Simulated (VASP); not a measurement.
# NiO (F-43m) in VASP: a series of runs

NiO is run at these levels: PBE; tasks: single point.

All numbers are computed with VASP 6.6.1; they aren't measurements. Logs are shortened: lines on timing, memory, paths and dates and some standing lists are left out, and cuts for length are marked.

### Step 1. The cell of the first run

Symmetry: F-43m, No. 216, cubic system. Conventional cell: a = 4.179 Å, b = 4.179 Å, c = 4.179 Å, α = 90.00°, β = 90.00°, γ = 90.00°. Within 2.4 Å of Ni (site symmetry -43m) lie 4 O at 1.81 Å. Within 2.4 Å of O (site symmetry -43m) lie 4 Ni at 1.81 Å.

### Step 2. Single point, PBE, collinear spin, ferromagnetic start (volume scaled by 1.04)

INCAR

```
ALGO     = Normal         # electronic algorithm
EDIFF    = 1E-6           # SCF threshold, eV
ENCUT    = 520            # plane-wave cutoff, eV
GGA      = PE             # functional
ISIF     = 2              # what is computed and relaxed
ISMEAR   = -1             # smearing method
ISPIN    = 2              # spin polarisation
LASPH    = T              # aspherical terms in the spheres
LCHARG   = F              # write CHGCAR
LMAXMIX  = 4              # l up to which the mixer works
LORBIT   = 11             # projections on sites
LREAL    = F              # projectors in reciprocal space
LWAVE    = F              # write WAVECAR
MAGMOM   = 1 0            # initial moments
NBANDS   = 19             # bands
NELM     = 150            # most SCF steps
PREC     = Accurate       # precision mode
SIGMA    = 0.05           # smearing width, eV
```

KPOINTS

```
k-points
0
Gamma
  11 11 11
```

POSCAR

```
NiO
1.0
    0.0000000000      2.0893078194      2.0893078194
    2.0893078194      0.0000000000      2.0893078194
    2.0893078194      2.0893078194      0.0000000000
Ni O
1 1
Direct
    0.0000000000      0.0000000000      0.0000000000
    0.7500000000      0.7500000000      0.7500000000
```

Potentials or basis: VASP PAW PBE potentials, release 64 (Ni, O).

Started as:

```console
cat potpaw_PBE.64/Ni/POTCAR potpaw_PBE.64/O/POTCAR > POTCAR
mpirun -np 1 vasp_std > vasp.out
```

OUTCAR:

```text
EDIFF = 1E-6
   ENCUT = 520
   GGA = PE
   ISIF = 2
   ISMEAR = -1
   ISPIN = 2
   LASPH = T
   LORBIT = 11
   LREAL = F
   NELM = 150
   PREC = Accurate

 ion  position               nearest neighbor table
   1  0.000  0.000  0.000-   2 1.81   2 1.81   2 1.81   2 1.81
   2  0.750  0.750  0.750-   1 1.81   1 1.81   1 1.81   1 1.81

  LATTYP: Found a face centered cubic cell.
 ALAT       =     4.1786156388

  Lattice vectors:

 A1 = (   0.0000000000,   2.0893078194,   2.0893078194)
 A2 = (   2.0893078194,   0.0000000000,   2.0893078194)
 A3 = (   2.0893078194,   2.0893078194,   0.0000000000)

Analysis of symmetry for initial positions (statically):
=====================================================================
 Subroutine PRICEL returns:
 Original cell was already a primitive cell.

 Routine SETGRP: Setting up the symmetry group for a
 face centered cubic supercell.

 Subroutine GETGRP returns: Found 24 space group operations
 (whereof 24 operations were pure point group operations)
 out of a pool of 48 trial point group operations.

The static configuration has the point symmetry T_d .

Analysis of symmetry for dynamics (positions and initial velocities):
=====================================================================
 Subroutine PRICEL returns:
 Original cell was already a primitive cell.

 Routine SETGRP: Setting up the symmetry group for a
 face centered cubic supercell.

 Subroutine GETGRP returns: Found 24 space group operations
 (whereof 24 operations were pure point group operations)
 out of a pool of 48 trial point group operations.

The dynamic configuration has the point symmetry T_d .

Analysis of structural, dynamic, and magnetic symmetry:
=====================================================================
 Subroutine PRICEL returns:
 Original cell was already a primitive cell.

 Routine SETGRP: Setting up the symmetry group for a
 face centered cubic supercell.

 Subroutine GETGRP returns: Found 24 space group operations
 (whereof 24 operations were pure point group operations)
 out of a pool of 48 trial point group operations.

The overall configuration has the point symmetry T_d .

 Subroutine INISYM returns: Found 24 space group operations
 (whereof 24 operations are pure point group operations),
 and found     1 'primitive' translations

----------------------------------------------------------------------------------------

                                     Primitive cell

  volume of cell :      18.2405

  direct lattice vectors                    reciprocal lattice vectors
     0.000000000  2.089307819  2.089307819    -0.239313707  0.239313707  0.239313707
     2.089307819  0.000000000  2.089307819     0.239313707 -0.239313707  0.239313707
     2.089307819  2.089307819  0.000000000     0.239313707  0.239313707 -0.239313707

  length of vectors
     2.954727454  2.954727454  2.954727454     0.414503500  0.414503500  0.414503500

  position of ions in fractional coordinates (direct lattice)
     0.000000000  0.000000000  0.000000000
     0.750000000  0.750000000  0.750000000

  ion indices of the primitive-cell ions
   primitive index   ion index
                 1           1
                 2           2

----------------------------------------------------------------------------------------

 KPOINTS: k-points

Automatic generation of k-mesh.
 Grid dimensions read from file:
 generate k-points for:   11   11   11

 Generating k-lattice:

  Cartesian coordinates                     Fractional coordinates (reciprocal lattice)
    -0.021755792  0.021755792  0.021755792     0.090909091  0.000000000  0.000000000
     0.021755792 -0.021755792  0.021755792     0.000000000  0.090909091  0.000000000
     0.021755792  0.021755792 -0.021755792     0.000000000  0.000000000  0.090909091

  Length of vectors
     0.037682136  0.037682136  0.037682136

  Shift w.r.t. Gamma in fractional coordinates (k-lattice)
     0.000000000  0.000000000  0.000000000

 Subroutine IBZKPT returns following result:
 ===========================================

 Found     56 irreducible k-points:

 Following reciprocal coordinates:
            Coordinates               Weight
  0.000000  0.000000  0.000000      1.000000
  0.090909  0.000000  0.000000      8.000000
  0.181818  0.000000  0.000000      8.000000
  0.272727  0.000000  0.000000      8.000000
  0.363636  0.000000  0.000000      8.000000
  0.454545  0.000000  0.000000      8.000000
[... 16 lines left out ...]
 -0.272727  0.181818  0.000000     24.000000
 -0.181818  0.181818  0.000000     12.000000
 [... further k-points ...]
   k-points           NKPTS =     56   k-points in BZ     NKDIM =     56   number of bands    NBANDS=     19
   number of dos      NEDOS =    301   number of ions     NIONS =      2
   total plane-waves  NPLWV =  13824
   dimension x,y,z NGX =    24 NGY =   24 NGZ =   24
   dimension x,y,z NGXF=    48 NGYF=   48 NGZF=   48
   ions per type =               1   1
   NGX,Y,Z   is equivalent  to a cutoff of  13.50, 13.50, 13.50 a.u.
   NGXF,Y,Z  is equivalent  to a cutoff of  27.01, 27.01, 27.01 a.u.
 SYSTEM =  unknown system
   PREC   = accura    normal or accurate (medium, high low for compatibility)
   ISTART =      0    job   : 0-new  1-cont  2-samecut
   ICHARG =      2    charge: 1-file 2-atom 10-const
   ISPIN  =      2    spin polarized calculation?
   LNONCOLLINEAR =      F non collinear calculations
   LSORBIT =      F    spin-orbit coupling
   LASPH  =      T    aspherical Exc in radial PAW
   ENCUT  =  520.0 eV  38.22 Ry    6.18 a.u.   5.49  5.49  5.49*2*pi/ulx,y,z
   NELM   =    150;   NELMIN=  2; NELMDL= -5     # of ELM steps
   EDIFF  = 0.1E-05   stopping-criterion for ELM
   LREAL  =      F    real-space projection
   EDIFFG = 0.1E-04   stopping-criterion for IOM
   NSW    =      0    number of steps for IOM
   IBRION =     -1    ionic relax: 0-MD 1-quasi-New 2-CG
   NFREE  =      0    steps in history (QN), initial steepest desc. (CG)
   ISIF   =      2    stress and relaxation
   ISYM   =      2    0-nonsym 1-usesym 2-fastsym
   POTIM  = 0.5000    time-step for ionic-motion
   TEBEG  =    0.0;   TEEND  =   0.0 temperature during run
   PSTRESS=    0.0 pullay stress
   NELECT =      16.0000    total number of electrons
   NUPDOWN=      -1.0000    fix difference up-down
   EMIN   =  10.00;   EMAX   =-10.00  energy-range for DOS
   EFERMI =   0.00;   METHOD = LEGACY
   ISMEAR =    -1;   SIGMA  =   0.05  broadening in eV -4-tet -1-fermi 0-gaus
   EFERMI_NEDOS =   21; number of points for ismear=-14 and -15
   IALGO  =     38    algorithm
   IMIX   =      4    mixing-type and parameters
     AMIX     =   0.40;   BMIX     =  1.00
     AMIX_MAG =   1.60;   BMIX_MAG =  1.00
  volume/ion in A,a.u.               =       9.12        61.55
  Fermi-wavevector in a.u.,A,eV,Ry     =   1.567121  2.961428 33.414095  2.455867
  Thomas-Fermi vector in A             =   2.669347
   LORBIT       =     11    0 simple, 1 ext, 2 COOP (PROOUT), +10 PAW based schemes
   GGA     = PE    functional components
   LHFCALC =     F    Hartree Fock is set to
   AEXX    =    0.0000 exact exchange contribution
   IVDW    =     0    specifies the selected vdW correction
   LEPSILON=     F    determine dielectric tensor
   LRPA    =     F    only Hartree local field effects (RPA)
 spin polarized calculation
  energy-cutoff  :      520.00
  volume of cell :       18.24
 maximum number of plane-waves:       531
 NGX is ok and might be reduce to    24
   NGX = 11   NGY = 11   NGZ = 11

 number of electron      16.0000004 magnetization       1.2177683

 Free energy of the ion-electron system (eV)
  ---------------------------------------------------
  ext. energy  EPLUGINS =         0.00000000
  ---------------------------------------------------
  free energy    TOTEN  =       -11.07688961 eV

  energy without entropy =      -11.06071357  energy(sigma->0) =      -11.06880159

 E-fermi :   8.4420     XC(G=0): -12.4402

 val. band max:        8.4404624852   @ k =   0.3636   0.0000   0.0000
 cond. band min:       8.4555682592   @ k =   0.1818   0.0909   0.0000
 fundamental gap:      0.0151057740
 Fermi energy:         8.4420266103

 spin component 1

 k-point     1 :       0.0000    0.0000    0.0000
  band No.  band energies     occupation
      1     -13.3863      1.00000
      2       1.0335      1.00000
      3       1.0335      1.00000
      4       1.0335      1.00000
      5       5.8021      1.00000
      6       5.8021      1.00000
[... 11 lines left out ...]
     18      33.8211      0.00000
     19      33.8211      0.00000
[... 485 lines left out ...]
 k-point    24 :      -0.1818    0.1818    0.0000
  band No.  band energies     occupation
      1     -12.7464      1.00000
      2       0.2046      1.00000
      3       1.1954      1.00000
      4       1.3561      1.00000
      5       5.5497      1.00000
      6       5.9241      1.00000
[... 11 lines left out ...]
     18      39.6726      0.00000
     19      39.7129      0.00000

 [... further k-points ...]

 spin component 2

 k-point     1 :       0.0000    0.0000    0.0000
  band No.  band energies     occupation
      1     -13.0227      1.00000
      2       1.6439      1.00000
      3       1.6439      1.00000
      4       1.6439      1.00000
      5       6.5436      1.00000
      6       6.5437      1.00000
[... 11 lines left out ...]
     18      34.0244      0.00000
     19      34.0244      0.00000
[... 485 lines left out ...]
 k-point    24 :      -0.1818    0.1818    0.0000
  band No.  band energies     occupation
      1     -12.3589      1.00000
      2       0.6274      1.00000
      3       1.7367      1.00000
      4       1.9371      1.00000
      5       6.3324      1.00000
      6       6.7026      1.00000
[... 11 lines left out ...]
     18      39.9129      0.00000
     19      39.9199      0.00000

 [... further k-points ...]

------------------------ aborting loop because EDIFF is reached ----------------------------------------

  FORCE on cell =-STRESS in cart. coord.  units (eV):
  Direction    XX          YY          ZZ          XY          YZ          ZX
  --------------------------------------------------------------------------------------
  -------------------------------------------------------------------------------------
  Total        5.3189660      5.3189660      5.3189660      0.0000000      0.0000000      0.0000000
  in kB      467.1975047    467.1975047    467.1975047      0.0000000      0.0000000      0.0000000
  external PRESSURE =     467.1975047 kB  Pullay stress =       0.0000000 kB

 VOLUME and BASIS-vectors are now :
 -----------------------------------------------------------------------------
  energy-cutoff  :      520.00
  volume of cell :       18.24
      direct lattice vectors                 reciprocal lattice vectors
     0.000000000  2.089307819  2.089307819    -0.239313707  0.239313707  0.239313707
     2.089307819  0.000000000  2.089307819     0.239313707 -0.239313707  0.239313707
     2.089307819  2.089307819  0.000000000     0.239313707  0.239313707 -0.239313707

 POSITION                                       TOTAL-FORCE (eV/Angst)
 -----------------------------------------------------------------------------------
      0.00000      0.00000      0.00000        -0.000000     -0.000000     -0.000000
      3.13396      3.13396      3.13396         0.000000      0.000000      0.000000
 -----------------------------------------------------------------------------------
    total drift:                                0.000000      0.000000      0.000000

  FREE ENERGIE OF THE ION-ELECTRON SYSTEM (eV)
  ---------------------------------------------------
  free  energy   TOTEN  =       -11.0768896061 eV

  energy  without entropy=      -11.0607135670  energy(sigma->0) =      -11.06880159

 total charge

# of ion       s       p       d       tot
------------------------------------------
    1        0.470   0.717   8.440   9.628
    2        1.565   3.512   0.000   5.076
--------------------------------------------------
tot          2.035   4.229   8.440  14.704

 magnetization (x)

# of ion       s       p       d       tot
------------------------------------------
    1        0.001   0.042   0.923   0.965
    2        0.011   0.211   0.000   0.222
--------------------------------------------------
tot          0.012   0.253   0.923   1.187
```

Wall time 15 s (1 thread of Intel Xeon 6975P-C (Granite Rapids), shared host); peak memory 0.17 GiB.

Results:

* Free energy: -11.0769 eV
* Pressure: 46.7 GPa
* Net moment: 1.22 μB per cell
* Site moments: Ni +0.96; O +0.22 μB
* Valence electrons inside the program's atomic spheres: Ni 9.63; O 5.08

Caveat: a cell with one magnetic atom can't hold antiferromagnetic order, which such compounds often take; semilocal functionals often make such compounds metallic where correlation or magnetic order opens a gap, which also shifts bond lengths.

(Part 1 of 2 ends here.)
